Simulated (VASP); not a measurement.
# Rb (Im-3m) in VASP: a series of runs

The runs below take Rb through single point, relaxation of cell and atoms, with PBEsol.

Everything below comes from runs of VASP 6.6.1. Logs are shortened: lines on timing, memory, paths and dates and some standing lists are left out, and cuts for length are marked.

### Step 1. The cell of the first run

The structure is cubic, space group Im-3m (No. 229). The conventional cell has a = 5.717 Å, b = 5.717 Å, c = 5.717 Å, α = 90.00°, β = 90.00°, γ = 90.00°.

### Step 2. Single point, PBEsol (strained)

INCAR

```
SYSTEM = Rb
PREC = Accurate ; ENCUT = 520
EDIFF = 1E-6 ; ISMEAR = 0
SIGMA = 0.1 ; LREAL = .False.
LASPH = .True. ; NELM = 100
ALGO = Normal ; ISIF = 2
LWAVE = .False. ; LCHARG = .False.
GGA = PS ; NBANDS = 10
```

KPOINTS

```
regular mesh
0
Gamma
  10 10 10
  0 0 0
```

POSCAR

```
Rb
1.0
   -2.8586340750      2.8586340750      2.8586340750
    2.8586340750     -2.8586340750      2.8586340750
    2.8586340750      2.8586340750     -2.8586340750
Rb
1
Direct
    0.0000000000      0.0000000000      0.0000000000
```

Potentials or basis: VASP PAW PBE potentials, release 64 (Rb_sv).

On the command line:

```sh
cat potpaw_PBE.64/Rb_sv/POTCAR > POTCAR
mpirun -np 1 vasp_std > vasp.out
```

OUTCAR:

```text
SYSTEM = Rb
   PREC = Accurate
   ENCUT = 520
   EDIFF = 1E-6
   ISMEAR = 0
   LREAL = .False.
   LASPH = .True.
   NELM = 100
   ISIF = 2
   GGA = PS

 ion  position               nearest neighbor table
   1  0.000  0.000  0.000-

  LATTYP: Found a body centered cubic cell.
 ALAT       =     5.7172681500

  Lattice vectors:

 A1 = (  -2.8586340750,   2.8586340750,   2.8586340750)
 A2 = (   2.8586340750,  -2.8586340750,   2.8586340750)
 A3 = (   2.8586340750,   2.8586340750,  -2.8586340750)

Analysis of symmetry for initial positions (statically):
=====================================================================
 Subroutine PRICEL returns:
 Original cell was already a primitive cell.

 Routine SETGRP: Setting up the symmetry group for a
 body centered cubic supercell.

 Subroutine GETGRP returns: Found 48 space group operations
 (whereof 48 operations were pure point group operations)
 out of a pool of 48 trial point group operations.

The static configuration has the point symmetry O_h .

Analysis of symmetry for dynamics (positions and initial velocities):
=====================================================================
 Subroutine PRICEL returns:
 Original cell was already a primitive cell.

 Routine SETGRP: Setting up the symmetry group for a
 body centered cubic supercell.

 Subroutine GETGRP returns: Found 48 space group operations
 (whereof 48 operations were pure point group operations)
 out of a pool of 48 trial point group operations.

The dynamic configuration has the point symmetry O_h .

 Subroutine INISYM returns: Found 48 space group operations
 (whereof 48 operations are pure point group operations),
 and found     1 'primitive' translations

----------------------------------------------------------------------------------------

                                     Primitive cell

  volume of cell :      93.4406

  direct lattice vectors                    reciprocal lattice vectors
    -2.858634075  2.858634075  2.858634075     0.000000000  0.174908711  0.174908711
     2.858634075 -2.858634075  2.858634075     0.174908711  0.000000000  0.174908711
     2.858634075  2.858634075 -2.858634075     0.174908711  0.174908711  0.000000000

  length of vectors
     4.951299458  4.951299458  4.951299458     0.247358271  0.247358271  0.247358271

  position of ions in fractional coordinates (direct lattice)
[... 67 lines left out ...]
 SYSTEM =  Rb
   PREC   = accura    normal or accurate (medium, high low for compatibility)
   ISTART =      0    job   : 0-new  1-cont  2-samecut
   ICHARG =      2    charge: 1-file 2-atom 10-const
   ISPIN  =      1    spin polarized calculation?
   LNONCOLLINEAR =      F non collinear calculations
   LSORBIT =      F    spin-orbit coupling
   LASPH  =      T    aspherical Exc in radial PAW
   ENCUT  =  520.0 eV  38.22 Ry    6.18 a.u.   9.21  9.21  9.21*2*pi/ulx,y,z
   NELM   =    100;   NELMIN=  2; NELMDL= -5     # of ELM steps
   EDIFF  = 0.1E-05   stopping-criterion for ELM
   LREAL  =      F    real-space projection
[... 7 lines left out ...]
   TEBEG  =    0.0;   TEEND  =   0.0 temperature during run
   PSTRESS=    0.0 pullay stress
   NELECT =       9.0000    total number of electrons
   NUPDOWN=      -1.0000    fix difference up-down
   EMIN   =  10.00;   EMAX   =-10.00  energy-range for DOS
   EFERMI =   0.00;   METHOD = LEGACY
   ISMEAR =     0;   SIGMA  =   0.10  broadening in eV -4-tet -1-fermi 0-gaus
   EFERMI_NEDOS =   21; number of points for ismear=-14 and -15
   IALGO  =     38    algorithm
   IMIX   =      4    mixing-type and parameters
     AMIX     =   0.40;   BMIX     =  1.00
     AMIX_MAG =   1.60;   BMIX_MAG =  1.00
  volume/ion in A,a.u.               =      93.44       630.57
  Fermi-wavevector in a.u.,A,eV,Ry     =   0.750430  1.418108  7.662064  0.563146
  Thomas-Fermi vector in A             =   1.847180
   LORBIT       =      0    0 simple, 1 ext, 2 COOP (PROOUT), +10 PAW based schemes
   GGA     = PS    functional components
   LHFCALC =     F    Hartree Fock is set to
   AEXX    =    0.0000 exact exchange contribution
   IVDW    =     0    specifies the selected vdW correction
   LEPSILON=     F    determine dielectric tensor
   LRPA    =     F    only Hartree local field effects (RPA)
 non-spin polarized calculation
 Gauss-broadening in eV      SIGMA  =   0.10
  energy-cutoff  :      520.00
  volume of cell :       93.44
 maximum number of plane-waves:      2550
 NGX is ok and might be reduce to    40
   NGX = 19   NGY = 19   NGZ = 19

 number of electron       9.0000000 magnetization

 Free energy of the ion-electron system (eV)
  ---------------------------------------------------
  ext. energy  EPLUGINS =         0.00000000
  ---------------------------------------------------
  free energy    TOTEN  =        -1.01981352 eV

  energy without entropy =       -1.01361028  energy(sigma->0) =       -1.01671190

 E-fermi :  -0.1089     XC(G=0):  -5.4556

 val. band max:       -0.1114362564   @ k =  -0.3000   0.4000   0.2000
 cond. band min:      -0.0297170745   @ k =  -0.4000   0.4000   0.2000
 fundamental gap:      0.0817191819
 Fermi energy:        -0.1088637346

 k-point     1 :       0.0000    0.0000    0.0000
  band No.  band energies     occupation
      1     -28.9831      2.00000
      2     -13.0323      2.00000
      3     -13.0323      2.00000
      4     -13.0323      2.00000
      5      -2.0491      2.00000
      6       3.5466      0.00000
      7       3.5466      0.00000
      8       3.5466      0.00000
      9       4.4739      0.00000
     10       4.4739      0.00000
[... 287 lines left out ...]
 k-point    24 :      -0.3000    0.3000    0.1000
  band No.  band energies     occupation
      1     -28.9803      2.00000
      2     -13.0890      2.00000
      3     -13.0548      2.00000
      4     -13.0389      2.00000
      5      -0.9674      2.00000
      6       1.9978      0.00000
      7       2.7814      0.00000
      8       3.6185      0.00000
      9       4.4559      0.00000
     10       4.8829      0.00000

 [... further k-points ...]
[... 5 lines left out ...]
  --------------------------------------------------------------------------------------
  -------------------------------------------------------------------------------------
  Total       -0.1133049     -0.1133049     -0.1133049      0.0000000      0.0000000      0.0000000
  in kB       -1.9427798     -1.9427798     -1.9427798      0.0000000      0.0000000      0.0000000
  external PRESSURE =      -1.9427798 kB  Pullay stress =       0.0000000 kB

 VOLUME and BASIS-vectors are now :
 -----------------------------------------------------------------------------
  energy-cutoff  :      520.00
  volume of cell :       93.44
      direct lattice vectors                 reciprocal lattice vectors
    -2.858634075  2.858634075  2.858634075     0.000000000  0.174908711  0.174908711
     2.858634075 -2.858634075  2.858634075     0.174908711  0.000000000  0.174908711
     2.858634075  2.858634075 -2.858634075     0.174908711  0.174908711  0.000000000

 POSITION                                       TOTAL-FORCE (eV/Angst)
 -----------------------------------------------------------------------------------
      0.00000      0.00000      0.00000        -0.000000      0.000000      0.000000
 -----------------------------------------------------------------------------------
    total drift:                                0.000000      0.000000     -0.000000

  FREE ENERGIE OF THE ION-ELECTRON SYSTEM (eV)
  ---------------------------------------------------
  free  energy   TOTEN  =        -1.0198135198 eV

  energy  without entropy=       -1.0136102830  energy(sigma->0) =       -1.01671190
```

OSZICAR:

```text
N       E                     dE             d eps       ncg     rms          rms(c)
DAV:   1     0.456193934519E+02    0.45619E+02   -0.31635E+03   940   0.648E+02
DAV:   2     0.218128593458E+01   -0.43438E+02   -0.42285E+02  1042   0.124E+02
DAV:   3    -0.897270161689E+00   -0.30786E+01   -0.30721E+01  1234   0.343E+01
DAV:   4    -0.101636279777E+01   -0.11909E+00   -0.11872E+00  1344   0.621E+00
DAV:   5    -0.101933191713E+01   -0.29691E-02   -0.29662E-02  1268   0.803E-01    0.107E+00
DAV:   6    -0.101927457465E+01    0.57342E-04   -0.26424E-03  1372   0.291E-01    0.644E-01
DAV:   7    -0.101971371415E+01   -0.43914E-03   -0.34493E-03  1328   0.337E-01    0.511E-02
DAV:   8    -0.101980258592E+01   -0.88872E-04   -0.11290E-04  1100   0.898E-02    0.195E-02
DAV:   9    -0.101981380703E+01   -0.11221E-04   -0.14767E-05  1356   0.289E-02    0.645E-03
DAV:  10    -0.101981351977E+01    0.28726E-06   -0.32497E-06  1086   0.102E-02
   1 F= -.10198135E+01 E0= -.10167119E+01  d E =-.620324E-02
```

Wall time 31 s (1 thread of Intel Xeon 6975P-C (Granite Rapids), shared host); peak memory 0.24 GiB.

Results:

```yaml
Free_energy: -1.0198 eV
Pressure: -0.2 GPa
```

Caveat: the cell differs from its parent crystal (strained); the PAW data sets were made with another functional, which shifts forces and pressure a little.

### Step 3. Single point, PBEsol

This run uses another cell than the first one, of 88.04 Å³/atom, 0.942 times its volume.

INCAR

```
SYSTEM = Rb
  PREC = Accurate
  ENCUT = 520
  EDIFF = 1E-7
  ISMEAR = 0
  SIGMA = 0.1
  LREAL = .FALSE.
  LASPH = .TRUE.
  NELM = 80
  ALGO = Fast
  ISIF = 2
  LWAVE = .FALSE.
  LCHARG = .FALSE.
  GGA = PS
  NBANDS = 10
```

KPOINTS

```
regular mesh
0
G
  10 10 10
  0 0 0
```

POSCAR

```
Rb
1.0
   -2.8025000000      2.8025000000      2.8025000000
    2.8025000000     -2.8025000000      2.8025000000
    2.8025000000      2.8025000000     -2.8025000000
Rb
1
Direct
    0.0000000000      0.0000000000      0.0000000000
```

Potentials or basis: VASP PAW PBE potentials, release 64 (Rb_sv).

On the command line:

```sh
cat potpaw_PBE.64/Rb_sv/POTCAR > POTCAR
mpirun -np 1 vasp_std > vasp.out
```

OUTCAR:

```text
SYSTEM = Rb
   PREC = Accurate
   ENCUT = 520
   EDIFF = 1E-7
   ISMEAR = 0
   LREAL = .FALSE.
   LASPH = .TRUE.
   NELM = 80
   ISIF = 2
   GGA = PS

 ion  position               nearest neighbor table
   1  0.000  0.000  0.000-

  LATTYP: Found a body centered cubic cell.
 ALAT       =     5.6050000000

  Lattice vectors:

 A1 = (  -2.8025000000,   2.8025000000,   2.8025000000)
 A2 = (   2.8025000000,  -2.8025000000,   2.8025000000)
 A3 = (   2.8025000000,   2.8025000000,  -2.8025000000)

Analysis of symmetry for initial positions (statically):
=====================================================================
 Subroutine PRICEL returns:
 Original cell was already a primitive cell.

 Routine SETGRP: Setting up the symmetry group for a
 body centered cubic supercell.

 Subroutine GETGRP returns: Found 48 space group operations
 (whereof 48 operations were pure point group operations)
 out of a pool of 48 trial point group operations.

The static configuration has the point symmetry O_h .

Analysis of symmetry for dynamics (positions and initial velocities):
=====================================================================
 Subroutine PRICEL returns:
 Original cell was already a primitive cell.

 Routine SETGRP: Setting up the symmetry group for a
 body centered cubic supercell.

 Subroutine GETGRP returns: Found 48 space group operations
 (whereof 48 operations were pure point group operations)
 out of a pool of 48 trial point group operations.

The dynamic configuration has the point symmetry O_h .

 Subroutine INISYM returns: Found 48 space group operations
 (whereof 48 operations are pure point group operations),
 and found     1 'primitive' translations

----------------------------------------------------------------------------------------

                                     Primitive cell
[... 106 lines left out ...]
   IALGO  =     68    algorithm
   IMIX   =      4    mixing-type and parameters
     AMIX     =   0.40;   BMIX     =  1.00
     AMIX_MAG =   1.60;   BMIX_MAG =  1.00
  volume/ion in A,a.u.               =      88.04       594.15
  Fermi-wavevector in a.u.,A,eV,Ry     =   0.765462  1.446513  7.972081  0.585931
  Thomas-Fermi vector in A             =   1.865587
   LORBIT       =      0    0 simple, 1 ext, 2 COOP (PROOUT), +10 PAW based schemes
   GGA     = PS    functional components
   LHFCALC =     F    Hartree Fock is set to
   AEXX    =    0.0000 exact exchange contribution
   IVDW    =     0    specifies the selected vdW correction
   LEPSILON=     F    determine dielectric tensor
   LRPA    =     F    only Hartree local field effects (RPA)
 non-spin polarized calculation
 RMM-DIIS sequential band-by-band and
 Gauss-broadening in eV      SIGMA  =   0.10
  energy-cutoff  :      520.00
  volume of cell :       88.04
 maximum number of plane-waves:      2396
   NGX = 19   NGY = 19   NGZ = 19

 number of electron       9.0000000 magnetization

 Free energy of the ion-electron system (eV)
  ---------------------------------------------------
  ext. energy  EPLUGINS =         0.00000000
  ---------------------------------------------------
  free energy    TOTEN  =        -1.02398883 eV

  energy without entropy =       -1.01776846  energy(sigma->0) =       -1.02087864

 E-fermi :   0.0213     XC(G=0):  -5.6037

 val. band max:        0.0192223090   @ k =  -0.3000   0.4000   0.2000
 cond. band min:       0.1023001741   @ k =  -0.4000   0.4000   0.2000
 fundamental gap:      0.0830778651
 Fermi energy:         0.0213234071

 k-point     1 :       0.0000    0.0000    0.0000
  band No.  band energies     occupation
      1     -28.8196      2.00000
      2     -12.8631      2.00000
      3     -12.8631      2.00000
      4     -12.8631      2.00000
      5      -2.0003      2.00000
      6       3.7301      0.00000
      7       3.7301      0.00000
      8       3.7301      0.00000
      9       4.6996      0.00000
     10       4.6996      0.00000
[... 287 lines left out ...]
 k-point    24 :      -0.3000    0.3000    0.1000
  band No.  band energies     occupation
      1     -28.8160      2.00000
      2     -12.9331      2.00000
      3     -12.8905      2.00000
      4     -12.8713      2.00000
      5      -0.8659      2.00000
      6       2.1518      0.00000
      7       2.9425      0.00000
      8       3.8252      0.00000
      9       4.7052      0.00000
     10       5.1426      0.00000

 [... further k-points ...]
[... 5 lines left out ...]
  --------------------------------------------------------------------------------------
  -------------------------------------------------------------------------------------
  Total       -0.0265914     -0.0265914     -0.0265914      0.0000000      0.0000000      0.0000000
  in kB       -0.4838986     -0.4838986     -0.4838986      0.0000000      0.0000000      0.0000000
  external PRESSURE =      -0.4838986 kB  Pullay stress =       0.0000000 kB

 VOLUME and BASIS-vectors are now :
 -----------------------------------------------------------------------------
  energy-cutoff  :      520.00
  volume of cell :       88.04
      direct lattice vectors                 reciprocal lattice vectors
    -2.802500000  2.802500000  2.802500000     0.000000000  0.178412132  0.178412132
     2.802500000 -2.802500000  2.802500000     0.178412132  0.000000000  0.178412132
     2.802500000  2.802500000 -2.802500000     0.178412132  0.178412132  0.000000000

 POSITION                                       TOTAL-FORCE (eV/Angst)
 -----------------------------------------------------------------------------------
      0.00000      0.00000      0.00000         0.000000     -0.000000      0.000000
 -----------------------------------------------------------------------------------
    total drift:                               -0.000000      0.000000      0.000000

  FREE ENERGIE OF THE ION-ELECTRON SYSTEM (eV)
  ---------------------------------------------------
  free  energy   TOTEN  =        -1.0239888315 eV

  energy  without entropy=       -1.0177684572  energy(sigma->0) =       -1.02087864
```

stdout:

```text
POSCAR found type information on POSCAR Rb
 POSCAR found :  1 types and       1 ions
 scaLAPACK will be used
 -----------------------------------------------------------------------------
|                                                                             |
|                                                                             |
|     You enforced a specific xc type in the INCAR file but a different       |
|     I HOPE YOU KNOW WHAT YOU ARE DOING!                                     |
|                                                                             |
 -----------------------------------------------------------------------------

 LDA part: xc-table for (Slater+PW92), standard interpolation
 POSCAR, INCAR and KPOINTS ok, starting setup
 FFT: planning ... GRIDC
 FFT: planning ... GRID_SOFT
 FFT: planning ... GRID
 WAVECAR not read
 entering main loop
```

It took 40 s on 1 thread of Intel Xeon Platinum 8488C (Sapphire Rapids), shared host; peak memory 0.21 GiB.

What came out:

| Quantity | Value |
| --- | --- |
| Free energy | -1.0240 eV |
| Pressure | 0.0 GPa |

Levels at points of the mesh, in eV from the Fermi level:
| k point | band 1 | band 2 | band 3 | band 4 | band 5 | band 6 | band 7 | band 8 | band 9 | band 10 |
| --- | --- | --- | --- | --- | --- | --- | --- | --- | --- | --- |
| (0.00, 0.00, 0.00) | -28.84 | -12.88 | -12.88 | -12.88 | -2.02 | 3.71 | 3.71 | 3.71 | 4.68 | 4.68 |
| (0.50, 0.00, 0.00) | -28.84 | -12.99 | -12.92 | -12.88 | 0.23 | 0.80 | 2.59 | 4.33 | 5.25 | 5.32 |
| (0.50, 0.50, 0.50) | -28.83 | -12.96 | -12.96 | -12.96 | 1.24 | 1.24 | 3.32 | 3.32 | 3.32 | 4.98 |

Caveat: the PAW data sets were made with another functional, which shifts forces and pressure a little.

[end of part 1 of 2]
